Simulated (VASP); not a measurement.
# BaH2 (P6_3/mmc) in VASP: further runs

Runs on BaH2. Level: PBEsol. Tasks: relaxation of shape and atoms at fixed volume.

All numbers are computed with VASP 6.6.1; they aren't measurements. Logs are shortened: lines on timing, memory, paths and dates and some standing lists are left out, and cuts for length are marked.

**1. The cell of the first run**

Symmetry: P6_3/mmc, No. 194, hexagonal system. Conventional cell: a = 4.274 Å, b = 4.274 Å, c = 5.551 Å, α = 90.00°, β = 90.00°, γ = 120.00°. Ba (site symmetry -6m2) has 11 H at 2.47 to 2.83 Å within 3.3 Å. Within 3.3 Å of H (site symmetry -6m2) lie 5 Ba at 2.47 to 2.78 Å and 6 H at 2.83 Å. Within 3.7 Å of H (site symmetry -3m) lie 8 H at 2.78 to 2.83 Å and 6 Ba at 2.83 Å.

**2. Relaxation of shape and atoms at fixed volume, PBEsol (14.63 Å³/atom)**

INCAR reads:

```
SYSTEM = BaH2
ALGO = Normal
EDIFF = 1E-6
EDIFFG = -0.01
ENCUT = 600
GGA = PS
IBRION = 2
ISIF = 4
ISMEAR = 0
LASPH = .TRUE.
LCHARG = .FALSE.
LREAL = .FALSE.
LWAVE = .FALSE.
NELM = 80
NSW = 50
PREC = Accurate
SIGMA = 0.02
```

KPOINTS reads:

```
k-points
0
G
  9 9 6
  0 0 0
```

POSCAR reads:

```
BaH2
1.0
    4.2739295255      0.0000000000      0.0000000000
   -2.1369647627      3.7013315431      0.0000000000
    0.0000000000      0.0000000000      5.5505205245
Ba H
2 4
Direct
    0.6666666667      0.3333333333      0.7500000000
    0.3333333333      0.6666666667      0.2500000000
    0.3333333333      0.6666666667      0.7500000000
    0.6666666667      0.3333333333      0.2500000000
    0.0000000000      0.0000000000      0.5000000000
    0.0000000000      0.0000000000      0.0000000000
```

Potentials or basis: VASP PAW PBE potentials, release 64 (Ba_sv, H).

Run with:

```sh
$ cat potpaw_PBE.64/Ba_sv/POTCAR potpaw_PBE.64/H/POTCAR > POTCAR
$ mpirun -np 1 vasp_std > vasp.out
```

OUTCAR:

```text
SYSTEM = BaH2
   EDIFF = 1E-6
   EDIFFG = -0.01
   ENCUT = 600
   GGA = PS
   IBRION = 2
   ISIF = 4
   ISMEAR = 0
   LASPH = .TRUE.
   LREAL = .FALSE.
   NELM = 80
   NSW = 50
   PREC = Accurate

 ion  position               nearest neighbor table
   1  0.667  0.333  0.750-   3 2.47   3 2.47   3 2.47   4 2.78   4 2.78   2 3.71   2 3.71   2 3.71
                             2 3.71   2 3.71   2 3.71
   2  0.333  0.667  0.250-   4 2.47   4 2.47   4 2.47   3 2.78   3 2.78   1 3.71   1 3.71   1 3.71
                             1 3.71   1 3.71   1 3.71
   3  0.333  0.667  0.750-   1 2.47   1 2.47   1 2.47   2 2.78   2 2.78
   4  0.667  0.333  0.250-   2 2.47   2 2.47   2 2.47   1 2.78   1 2.78
   5  0.000  0.000  0.500-
   6  0.000  0.000  0.000-

  LATTYP: Found a hexagonal cell.
 ALAT       =     4.2739295255
 C/A-ratio  =     1.2986925712

  Lattice vectors:

 A1 = (   4.2739295255,   0.0000000000,   0.0000000000)
 A2 = (  -2.1369647627,   3.7013315431,   0.0000000000)
 A3 = (   0.0000000000,   0.0000000000,   5.5505205245)

Analysis of symmetry for initial positions (statically):
=====================================================================
 Subroutine PRICEL returns:
 Original cell was already a primitive cell.

 Routine SETGRP: Setting up the symmetry group for a
 hexagonal supercell.

 Subroutine GETGRP returns: Found 24 space group operations
 (whereof 12 operations were pure point group operations)
 out of a pool of 24 trial point group operations.

The static configuration has the point symmetry D_3d.
 The point group associated with its full space group is D_6h.

Analysis of symmetry for dynamics (positions and initial velocities):
=====================================================================
 Subroutine PRICEL returns:
 Original cell was already a primitive cell.

 Routine SETGRP: Setting up the symmetry group for a
 hexagonal supercell.

 Subroutine GETGRP returns: Found 24 space group operations
 (whereof 12 operations were pure point group operations)
 out of a pool of 24 trial point group operations.

The dynamic configuration has the point symmetry D_3d.
 The point group associated with its full space group is D_6h.

 Subroutine INISYM returns: Found 24 space group operations
 (whereof 12 operations are pure point group operations),
 and found     1 'primitive' translations

----------------------------------------------------------------------------------------

                                     Primitive cell

  volume of cell :      87.8050

  direct lattice vectors                    reciprocal lattice vectors
     4.273929525  0.000000000  0.000000000     0.233976717  0.135086521  0.000000000
    -2.136964763  3.701331543  0.000000000     0.000000000  0.270173041  0.000000000
     0.000000000  0.000000000  5.550520525     0.000000000  0.000000000  0.180163283

  length of vectors
     4.273929525  4.273929526  5.550520525     0.270173041  0.270173041  0.180163283

  position of ions in fractional coordinates (direct lattice)
     0.666666667  0.333333333  0.750000000
     0.333333333  0.666666667  0.250000000
     0.333333333  0.666666667  0.750000000
     0.666666667  0.333333333  0.250000000
     0.000000000  0.000000000  0.500000000
     0.000000000  0.000000000  0.000000000

  ion indices of the primitive-cell ions
   primitive index   ion index
                 1           1
                 2           2
                 3           3
                 4           4
                 5           5
                 6           6

----------------------------------------------------------------------------------------

 KPOINTS: k-points

Automatic generation of k-mesh.
 Grid dimensions read from file:
 generate k-points for:    9    9    6

 Generating k-lattice:

  Cartesian coordinates                     Fractional coordinates (reciprocal lattice)
     0.025997413  0.015009613  0.000000000     0.111111111  0.000000000  0.000000000
     0.000000000  0.030019227  0.000000000     0.000000000  0.111111111  0.000000000
     0.000000000  0.000000000  0.030027214     0.000000000  0.000000000  0.166666667

  Length of vectors
     0.030019227  0.030019227  0.030027214

  Shift w.r.t. Gamma in fractional coordinates (k-lattice)
     0.000000000  0.000000000  0.000000000

 Subroutine IBZKPT returns following result:
 ===========================================

 Found     48 irreducible k-points:

 Following reciprocal coordinates:
            Coordinates               Weight
  0.000000  0.000000  0.000000      1.000000
  0.111111  0.000000  0.000000      6.000000
  0.222222 -0.000000  0.000000      6.000000
  0.333333 -0.000000  0.000000      6.000000
  0.444444 -0.000000  0.000000      6.000000
  0.111111  0.111111  0.000000      6.000000
[... 16 lines left out ...]
  0.333333  0.222222  0.166667     24.000000
  0.333333  0.333333  0.166667      4.000000
 [... further k-points ...]
   k-points           NKPTS =     48   k-points in BZ     NKDIM =     48   number of bands    NBANDS=     16
   number of dos      NEDOS =    301   number of ions     NIONS =      6
   total plane-waves  NPLWV =  62208
   dimension x,y,z NGX =    36 NGY =   36 NGZ =   48
   dimension x,y,z NGXF=    72 NGYF=   72 NGZF=   96
   ions per type =               2   4
   NGX,Y,Z   is equivalent  to a cutoff of  14.00, 14.00, 14.38 a.u.
   NGXF,Y,Z  is equivalent  to a cutoff of  28.01, 28.01, 28.75 a.u.
 SYSTEM =  BaH2
   PREC   = accura    normal or accurate (medium, high low for compatibility)
   ISTART =      0    job   : 0-new  1-cont  2-samecut
   ICHARG =      2    charge: 1-file 2-atom 10-const
   ISPIN  =      1    spin polarized calculation?
   LNONCOLLINEAR =      F non collinear calculations
   LSORBIT =      F    spin-orbit coupling
   LASPH  =      T    aspherical Exc in radial PAW
   ENCUT  =  600.0 eV  44.10 Ry    6.64 a.u.   8.54  8.54 11.09*2*pi/ulx,y,z
   NELM   =     80;   NELMIN=  2; NELMDL= -5     # of ELM steps
   EDIFF  = 0.1E-05   stopping-criterion for ELM
   LREAL  =      F    real-space projection
   EDIFFG = -.1E-01   stopping-criterion for IOM
   NSW    =     50    number of steps for IOM
   IBRION =      2    ionic relax: 0-MD 1-quasi-New 2-CG
   NFREE  =      1    steps in history (QN), initial steepest desc. (CG)
   ISIF   =      4    stress and relaxation
   ISYM   =      2    0-nonsym 1-usesym 2-fastsym
   POTIM  = 0.5000    time-step for ionic-motion
   TEBEG  =    0.0;   TEEND  =   0.0 temperature during run
   PSTRESS=    0.0 pullay stress
   NELECT =      24.0000    total number of electrons
   NUPDOWN=      -1.0000    fix difference up-down
   EMIN   =  10.00;   EMAX   =-10.00  energy-range for DOS
   EFERMI =   0.00;   METHOD = LEGACY
   ISMEAR =     0;   SIGMA  =   0.02  broadening in eV -4-tet -1-fermi 0-gaus
   EFERMI_NEDOS =   21; number of points for ismear=-14 and -15
   IALGO  =     38    algorithm
   IMIX   =      4    mixing-type and parameters
     AMIX     =   0.40;   BMIX     =  1.00
     AMIX_MAG =   1.60;   BMIX_MAG =  1.00
  volume/ion in A,a.u.               =      14.63        98.76
  Fermi-wavevector in a.u.,A,eV,Ry     =   1.062443  2.007726 15.358048  1.128785
  Thomas-Fermi vector in A             =   2.197894
   LORBIT       =      0    0 simple, 1 ext, 2 COOP (PROOUT), +10 PAW based schemes
   GGA     = PS    functional components
   LHFCALC =     F    Hartree Fock is set to
   AEXX    =    0.0000 exact exchange contribution
   IVDW    =     0    specifies the selected vdW correction
   LEPSILON=     F    determine dielectric tensor
   LRPA    =     F    only Hartree local field effects (RPA)
 conjugate gradient relaxation of ions
 non-spin polarized calculation
 Gauss-broadening in eV      SIGMA  =   0.02
  energy-cutoff  :      600.00
  volume of cell :       87.80
 maximum number of plane-waves:      2962
 NGX is ok and might be reduce to    36
   NGX = 17   NGY = 17   NGZ = 23

--------------------------------------- Ionic step        1  -------------------------------------------

 number of electron      24.0000002 magnetization

 Free energy of the ion-electron system (eV)
  ---------------------------------------------------
  ext. energy  EPLUGINS =         0.00000000
  ---------------------------------------------------
  free energy    TOTEN  =       -20.30907344 eV

  energy without entropy =      -20.30907344  energy(sigma->0) =      -20.30907344

------------------------ aborting loop because EDIFF is reached ----------------------------------------

  FORCE on cell =-STRESS in cart. coord.  units (eV):
  Direction    XX          YY          ZZ          XY          YZ          ZX
  --------------------------------------------------------------------------------------
  -------------------------------------------------------------------------------------
  Total        2.9618523      2.9618523      2.6354217      0.0000000      0.0000000      0.0000000
  in kB       54.0449259     54.0449259     48.0885462      0.0000000      0.0000000      0.0000000
  external PRESSURE =      52.0594660 kB  Pullay stress =       0.0000000 kB
[... 65 lines left out ...]
  energy  without entropy=      -20.3095356066  energy(sigma->0) =      -20.30953561

--------------------------------------- Ionic step        3  -------------------------------------------

 number of electron      24.0000002 magnetization

 Free energy of the ion-electron system (eV)
  ---------------------------------------------------
  ext. energy  EPLUGINS =         0.00000000
  ---------------------------------------------------
  free energy    TOTEN  =       -20.30979265 eV

  energy without entropy =      -20.30979265  energy(sigma->0) =      -20.30979265

 E-fermi :   1.8773     XC(G=0):  -9.5386

 val. band max:        1.7309573100   @ k =   0.0000   0.0000   0.1667
 cond. band min:       3.4045471958   @ k =   0.3333   0.3333   0.5000
 fundamental gap:      1.6735898858
 Fermi energy:         1.8773282179

 k-point     1 :       0.0000    0.0000    0.0000
  band No.  band energies     occupation
      1     -25.0951      2.00000
      2     -24.7043      2.00000
      3     -11.2742      2.00000
      4     -10.0930      2.00000
      5     -10.0930      2.00000
      6      -9.6237      2.00000
[... 8 lines left out ...]
     15       5.5353      0.00000
     16       5.5353      0.00000
[... 420 lines left out ...]
  band No.  band energies     occupation
      1     -24.8353      2.00000
      2     -24.8353      2.00000
      3     -10.7850      2.00000
      4     -10.7850      2.00000
      5     -10.7744      2.00000
      6      -9.9759      2.00000
[... 8 lines left out ...]
     15       6.1716      0.00000
     16       7.5398      0.00000

 [... further k-points ...]

------------------------ aborting loop because EDIFF is reached ----------------------------------------

  FORCE on cell =-STRESS in cart. coord.  units (eV):
  Direction    XX          YY          ZZ          XY          YZ          ZX
  --------------------------------------------------------------------------------------
  -------------------------------------------------------------------------------------
  Total        2.8290823      2.8290823      2.7717968      0.0000000      0.0000000     -0.0000000
  in kB       51.6222709     51.6222709     50.5769830      0.0000000      0.0000000     -0.0000000
  external PRESSURE =      51.2738416 kB  Pullay stress =       0.0000000 kB
[... 21 lines left out ...]
  FREE ENERGIE OF THE ION-ELECTRON SYSTEM (eV)
  ---------------------------------------------------
  free  energy   TOTEN  =       -20.3097926453 eV

  energy  without entropy=      -20.3097926453  energy(sigma->0) =      -20.30979265

 reached required accuracy - stopping structural energy minimisation
```

Run time: 2 min. Hardware: 1 thread of Intel Xeon 6975P-C, shared host; peak memory 0.28 GiB.

What came out:

* Free energy: -20.3098 eV
* Energy gained by relaxing: 0.1 meV/atom
* Ionic steps: 3
* Pressure after relaxing: 5.1 GPa
* Band gap on the k mesh: 1.67 eV (least direct gap 2.32 eV)

Step by step:
| step | energy change (eV) | largest force (eV/Å) | pressure (GPa) | volume (Å³) |
| --- | --- | --- | --- | --- |
| 1 | 0.0000 | 0.0000 | 5.21 | 87.80 |
| 2 | -0.0005 | 0.0000 | 5.17 | 87.80 |
| 3 | -0.0007 | 0.0000 | 5.13 | 87.80 |

Final structure:
```
Ba H
1.0
     4.28177    0.00000    0.00000
    -2.14089    3.70812    0.00000
     0.00000    0.00000    5.53020
Ba H
2 4
Direct
  0.66667 0.33333 0.75000
  0.33333 0.66667 0.25000
  0.33333 0.66667 0.75000
  0.66667 0.33333 0.25000
  0.00000 0.00000 0.50000
  0.00000 0.00000 0.00000
```

Caveat: the PAW data sets were made with another functional, which shifts forces and pressure a little; spin-orbit coupling is left out, which moves the levels of the heavy elements. A k mesh can miss the band edges.

**3. Relaxation of shape and atoms at fixed volume, PBEsol (15.12 Å³/atom)**

This run uses another cell than the first one, of 15.12 Å³/atom.

INCAR reads:

```
SYSTEM = BaH2
PREC = Accurate
ENCUT = 600
EDIFF = 1E-6
ISMEAR = 0
SIGMA = 0.02
LREAL = .False.
LASPH = .True.
NELM = 60
ALGO = Normal
ISIF = 4
LWAVE = .False.
LCHARG = .False.
GGA = PS
IBRION = 2
NSW = 50
EDIFFG = -0.01
```

KPOINTS reads:

```
regular mesh
0
Gamma
  9 9 6
  0 0 0
```

POSCAR: that of step 2 with these lines changed.

```diff
@@ -2,5 +2,5 @@
 1.0
-    4.2739295255      0.0000000000      0.0000000000
-   -2.1369647627      3.7013315431      0.0000000000
-    0.0000000000      0.0000000000      5.5505205245
+    4.3081936912      0.0000000000      0.0000000000
+   -2.1540968456      3.7310051810      0.0000000000
+    0.0000000000      0.0000000000      5.6426673290
 Ba H
```

Potentials or basis: VASP PAW PBE potentials, release 64 (Ba_sv, H).

Run with:

```sh
$ cat potpaw_PBE.64/Ba_sv/POTCAR potpaw_PBE.64/H/POTCAR > POTCAR
$ mpirun -np 1 vasp_std > vasp.out
```

It took 2.2 min on 1 thread of Intel Xeon 6975P-C, shared host; peak memory 0.29 GiB.

Results (log left out):

* Free energy: -20.3871 eV
* Energy gained by relaxing: 0.1 meV/atom
* Ionic steps: 3
* Pressure after relaxing: 3.5 GPa
* Band gap on the k mesh: 1.62 eV (least direct gap 2.36 eV)

Stress tensor (GPa, compression positive):
```
3.52 0.00 0.00
0.00 3.52 0.00
0.00 0.00 3.38
```

The path:
| step | energy change (eV) | largest force (eV/Å) | pressure (GPa) | volume (Å³) |
| --- | --- | --- | --- | --- |
| 1 | 0.0000 | 0.0000 | 3.55 | 90.70 |
| 2 | -0.0005 | 0.0000 | 3.51 | 90.70 |
| 3 | -0.0009 | 0.0000 | 3.47 | 90.70 |

Final structure:
```cif
data_structure
_symmetry_space_group_name_H-M 'P 1'
_symmetry_Int_Tables_number 1
_cell_length_a 4.3170
_cell_length_b 4.3170
_cell_length_c 5.6196
_cell_angle_alpha 90.000
_cell_angle_beta 90.000
_cell_angle_gamma 120.000
_cell_volume 90.70
loop_
_atom_site_label
_atom_site_type_symbol
_atom_site_fract_x
_atom_site_fract_y
_atom_site_fract_z
_atom_site_occupancy
Ba1 Ba 0.66667 0.33333 0.75000 1
Ba2 Ba 0.33333 0.66667 0.25000 1
H1 H 0.33333 0.66667 0.75000 1
H2 H 0.66667 0.33333 0.25000 1
H3 H 0.00000 0.00000 0.50000 1
H4 H 0.00000 0.00000 0.00000 1
```

Levels at points of the mesh, in eV from the valence-band top:
| k point | band 10 | band 11 | band 12 | band 13 | band 14 | band 15 |
| --- | --- | --- | --- | --- | --- | --- |
| (0.00, 0.00, 0.00) | -3.36 | -0.14 | -0.03 | 2.67 | 2.67 | 3.78 |
| (0.00, 0.00, 0.50) | -3.26 | -0.42 | -0.42 | 2.43 | 2.43 | 2.43 |

Caveat: the PAW data sets were made with another functional, which shifts forces and pressure a little; spin-orbit coupling is left out, which moves the levels of the heavy elements. A k mesh can miss the band edges.

**4. Relaxation of shape and atoms at fixed volume, PBEsol (15.60 Å³/atom)**

This run uses another cell than the first one, of 15.60 Å³/atom.

INCAR reads:

```
ALGO     = Normal         # electronic algorithm
EDIFF    = 1E-6           # SCF threshold, eV
EDIFFG   = -0.01          # ionic threshold
ENCUT    = 600            # plane-wave cutoff, eV
GGA      = PS             # functional
IBRION   = 2              # ionic algorithm
ISIF     = 4              # what is computed and relaxed
ISMEAR   = 0              # smearing method
LASPH    = True           # aspherical terms in the spheres
LCHARG   = False          # write CHGCAR
LREAL    = False          # projectors in reciprocal space
LWAVE    = False          # write WAVECAR
NELM     = 100            # most SCF steps
NSW      = 50             # ionic steps
PREC     = Accurate       # precision mode
SIGMA    = 0.02           # smearing width, eV
```

KPOINTS reads:

```
k-points
0
Gamma
  9 9 6
```

POSCAR: that of step 3 with these lines changed.

```diff
@@ -2,5 +2,5 @@
 1.0
-    4.3081936912      0.0000000000      0.0000000000
-   -2.1540968456      3.7310051810      0.0000000000
-    0.0000000000      0.0000000000      5.6426673290
+    4.3402493062      0.0000000000      0.0000000000
+   -2.1701246531      3.7587661579      0.0000000000
+    0.0000000000      0.0000000000      5.7370603112
 Ba H
```

Run with:

```sh
$ cat potpaw_PBE.64/Ba_sv/POTCAR potpaw_PBE.64/H/POTCAR > POTCAR
$ mpirun -np 1 vasp_std > vasp.out
```

Run time: 3.3 min. Hardware: 1 thread of Intel Xeon 6975P-C, shared host; peak memory 0.29 GiB.

It converged, with:

- Free energy: -20.4366 eV
- Energy gained by relaxing: 0.2 meV/atom
- Ionic steps: 5
- Pressure after relaxing: 2.0 GPa
- Band gap on the k mesh: 1.58 eV (least direct gap 2.39 eV)

Step by step:
```csv
step,energy change (eV),largest force (eV/Å),pressure (GPa),volume (Å³)
1,0.0000,0.0000,2.14,93.59
2,-0.0006,0.0000,2.09,93.59
3,-0.0011,0.0000,2.05,93.59
4,-0.0008,0.0000,1.96,93.59
5,-0.0012,0.0000,2.02,93.59
```

Final structure:
```
CELL_PARAMETERS angstrom
4.35363 0.00000 0.00000
-2.17682 3.77036 0.00000
0.00000 0.00000 5.70185
ATOMIC_POSITIONS crystal
Ba 0.66667 0.33333 0.75000
Ba 0.33333 0.66667 0.25000
H 0.33333 0.66667 0.75000
H 0.66667 0.33333 0.25000
H 0.00000 0.00000 0.50000
H 0.00000 0.00000 0.00000
```

Levels at points of the mesh, in eV from the valence-band top:
```csv
k point,band 9,band 10,band 11,band 12,band 13,band 14,band 15,band 16
"(0.00, 0.00, 0.00)",-4.53,-3.27,-0.22,-0.02,2.67,2.67,3.75,3.75
"(0.00, 0.00, 0.50)",-3.28,-3.28,-0.42,-0.42,2.45,2.45,2.45,2.45
```

Caveat: the PAW data sets were made with another functional, which shifts forces and pressure a little; spin-orbit coupling is left out, which moves the levels of the heavy elements. A k mesh can miss the band edges.

**5. Summary**

```csv
cell,gap on the mesh (eV),pressure (GPa)
"relaxed from a = 4.274, b = 4.274, c = 5.551 Å, angles 90.0, 90.0, 120.0°, 6 atoms",1.67,5.1
"relaxed from a = 4.308, b = 4.308, c = 5.643 Å, angles 90.0, 90.0, 120.0°, 6 atoms",1.62,3.5
"relaxed from a = 4.340, b = 4.340, c = 5.737 Å, angles 90.0, 90.0, 120.0°, 6 atoms",1.58,2.0
```

Alike in all rows: task relaxation of shape and atoms at fixed volume; level PBEsol; potentials or basis VASP PAW PBE potentials, release 64 (Ba_sv, H); no spin polarisation; k mesh 9 × 9 × 6; cutoff (eV) 600; smearing gaussian 0.02 eV.

Caveats: the PAW data sets were made with another functional, which shifts forces and pressure a little; spin-orbit coupling is left out, which moves the levels of the heavy elements.

Total energies depend on the potentials used, so only differences within one code and one set of settings carry meaning.
